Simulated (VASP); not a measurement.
Wanted: the native input for a VASP 6.6.1 run.

```yaml
Task: single point
Functional: PBE
Potentials_or_basis: VASP PAW PBE potentials, release 64 (Ta_pv)
Cutoff: 520 eV
k_mesh: 16 × 16 × 16
Occupations: fermi-dirac, width 0.1 eV
Spin: no spin polarisation
Dipole_correction: no
Further_INCAR_settings: ALGO = Normal; EDIFF = 1e-06; NBANDS = 12
```

The structure of Ta lies in POSCAR:

```
Ta
1.0
    0.0000000000      2.0764782032      2.0764782032
    2.0764782032      0.0000000000      2.0764782032
    2.0764782032      2.0764782032      0.0000000000
Ta
1
Direct
    0.0000000000      0.0000000000      0.0000000000
```

This isn't the form of Ta at room conditions, which is bcc.

The input as run:

INCAR

```
SYSTEM = Ta
ALGO     = Normal         ! electronic algorithm
EDIFF    = 1E-6           ! SCF threshold, eV
ENCUT    = 520            ! plane-wave cutoff, eV
GGA      = PE             ! functional
ISIF     = 2              ! what is computed and relaxed
ISMEAR   = -1             ! smearing method
LASPH    = .True.         ! aspherical terms in the spheres
LCHARG   = .True.         ! write CHGCAR
LELF     = .True.         ! ELF
LREAL    = .False.        ! projectors in reciprocal space
LVHAR    = .True.       
LWAVE    = .False.        ! write WAVECAR
NBANDS   = 12             ! bands
NELM     = 60             ! most SCF steps
PREC     = Accurate       ! precision mode
SIGMA    = 0.1            ! smearing width, eV
```

KPOINTS

```
k-points
0
Gamma
  16 16 16
  0 0 0
```

Potentials or basis: VASP PAW PBE potentials, release 64 (Ta_pv).

Run with:

```bash
$ cat potpaw_PBE.64/Ta_pv/POTCAR > POTCAR
$ mpirun -np 1 vasp_std > vasp.out
```

Results of the run:

The pressure is 10.8 GPa and the band gap on the k mesh is zero (an odd number of electrons rules out a gap without spin polarisation).

Caveat: the cell stands under pressure; spin-orbit coupling is left out, which moves the levels of the heavy elements.

Wall time 12 s on 1 thread of Intel(R) Xeon(R) Platinum 8559C (Emerald Rapids), on a shared host, peak memory 0.16 GiB.
